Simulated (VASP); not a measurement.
A run of VASP 6.6.1:

Contents of INCAR:

```
SYSTEM = MnHg
PREC     = Accurate       ! precision mode
ENCUT    = 520            ! plane-wave cutoff, eV
EDIFF    = 1E-6           ! SCF threshold, eV
ISMEAR   = 0              ! smearing method
SIGMA    = 0.1            ! smearing width, eV
LREAL    = .FALSE.        ! projectors in reciprocal space
LASPH    = .TRUE.         ! aspherical terms in the spheres
NELM     = 150            ! most SCF steps
ALGO     = Normal         ! electronic algorithm
ISIF     = 2              ! what is computed and relaxed
LWAVE    = .FALSE.        ! write WAVECAR
LCHARG   = .TRUE.         ! write CHGCAR
ISPIN    = 2              ! spin polarisation
MAGMOM   = 4 0            ! initial moments
LORBIT   = 11             ! projections on sites
LMAXMIX  = 4              ! l up to which the mixer works
GGA      = PE             ! functional
LELF     = .TRUE.         ! ELF
LVHAR    = .TRUE.       
NBANDS   = 24             ! bands
```

File KPOINTS:

```
Automatic mesh
0
G
  4 4 4
  0 0 0
```

The input POSCAR:

```
MnHg
1.0
    3.3150000000      0.0000000000      0.0000000000
    0.0000000000      3.3150000000      0.0000000000
    0.0000000000      0.0000000000      3.3150000000
Mn Hg
1 1
Direct
    0.5000000000      0.5000000000      0.5000000000
    0.0000000000      0.0000000000      0.0000000000
```

Potentials or basis: VASP PAW PBE potentials, release 64 (Mn_pv, Hg).

Run with:

```sh
$ cat potpaw_PBE.64/Mn_pv/POTCAR potpaw_PBE.64/Hg/POTCAR > POTCAR
$ mpirun -np 1 vasp_std > vasp.out
```

Hardware: 1 thread of AMD EPYC 7R13, on a shared host.

Question: How long does it take, and how much memory?

Answer: It took 33 s on 1 thread of AMD EPYC 7R13, with other jobs on the host, peak memory 0.15 GiB. Counts: scf iterations 14, k points 10.
